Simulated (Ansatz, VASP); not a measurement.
**One calculation of MgO, two programs**

Contents of POSCAR:

```
MgO
1.0
   -0.0344755456      2.0676918712      2.0676918712
    2.0676918712     -0.0344755456      2.0676918712
    2.0676918712      2.0676918712     -0.0344755456
Mg O
1 1
Direct
    0.0000000000      0.0000000000      0.0000000000
    0.5000000000      0.5000000000      0.5000000000
```

INCAR.step1

```
SYSTEM = MgO
PREC     = Accurate       ! precision mode
ENCUT    = 520            ! plane-wave cutoff, eV
ISMEAR   = 0              ! smearing method
SIGMA    = 0.01           ! smearing width, eV
LREAL    = .False.        ! projectors in reciprocal space
LASPH    = .True.         ! aspherical terms in the spheres
NELM     = 100            ! most SCF steps
NBANDS   = 11             ! bands
GGA      = PE             ! functional
ALGO     = Normal         ! electronic algorithm
EDIFF    = 1E-4           ! SCF threshold, eV
LWAVE    = .True.         ! write WAVECAR
LCHARG   = .False.        ! write CHGCAR
```

INCAR.step2

```
SYSTEM = MgO
PREC     = Accurate       ! precision mode
ENCUT    = 520            ! plane-wave cutoff, eV
EDIFF    = 1E-7           ! SCF threshold, eV
ISMEAR   = 0              ! smearing method
SIGMA    = 0.01           ! smearing width, eV
LREAL    = .False.        ! projectors in reciprocal space
LASPH    = .True.         ! aspherical terms in the spheres
NELM     = 100            ! most SCF steps
ALGO     = Normal         ! electronic algorithm
ISIF     = 2              ! what is computed and relaxed
LWAVE    = .False.        ! write WAVECAR
LCHARG   = .False.        ! write CHGCAR
METAGGA  = R2SCAN         ! meta-GGA
LMIXTAU  = .True.       
NBANDS   = 11             ! bands
ISTART   = 1
```

The input KPOINTS:

```
Automatic mesh
0
Gamma
  10 10 10
  0 0 0
```

Input for Ansatz:

```yaml
crystal:
  lattice:
    - [-0.0344755456, 2.0676918712, 2.0676918712]
    - [2.0676918712, -0.0344755456, 2.0676918712]
    - [2.0676918712, 2.0676918712, -0.0344755456]
  atoms:
    - { symbol: Mg, position: [0.0, 0.0, 0.0] }
    - { symbol: O, position: [0.5, 0.5, 0.5] }
kpoints:
  mp_grid: { grid: [10, 10, 10] }
  band_path:
    path:
      - [0.0, 0.0, 0.0]
      - [0.5, 0.0, 0.5]
      - [0.625, 0.25, 0.625]
      - [0.375, 0.375, 0.75]
      - [0.5, 0.5, 0.5]
      - [0.5, 0.25, 0.75]
    npoints: 1
hamiltonian:
  xc: r2scan
scf:
  occupations: { method: fixed }
  n_extra_bands: 4
output:
  forces: true
  stress: true
  eigenvalues: true
```

Change from the starting cell: shear_111 strain -2.5%.

Alike in both runs: task single point; functional r2SCAN; k mesh 10 × 10 × 10; no spin polarisation.

```csv
,VASP,Ansatz
version,VASP 6.6.1,Ansatz 0.2.0
potentials or method,"VASP PAW PBE potentials, release 64 (Mg, O)","plane waves, PAW"
plane-wave cutoff (eV),520,500
occupations,"gaussian, width 0.01 eV",fixed
valence electrons in the cell,8,16
```

Ansatz gave:

```
gap on the k mesh at the Fermi level (eV)                     : 5.81
pressure (GPa)                                                : 4.4
traceless stress, the component that is largest in VASP (GPa) : 2.57
```

Q: Which values does VASP return?

A: gap on the k mesh at the Fermi level (eV): 5.78; pressure (GPa): 3.2; traceless stress, the component that is largest in VASP (GPa): 2.59.

VASP's potentials were made for PBE, not for r2SCAN. VASP's potentials hold 8 valence electrons a cell and Ansatz's 16, so a difference there can come from the potentials and not from the codes.
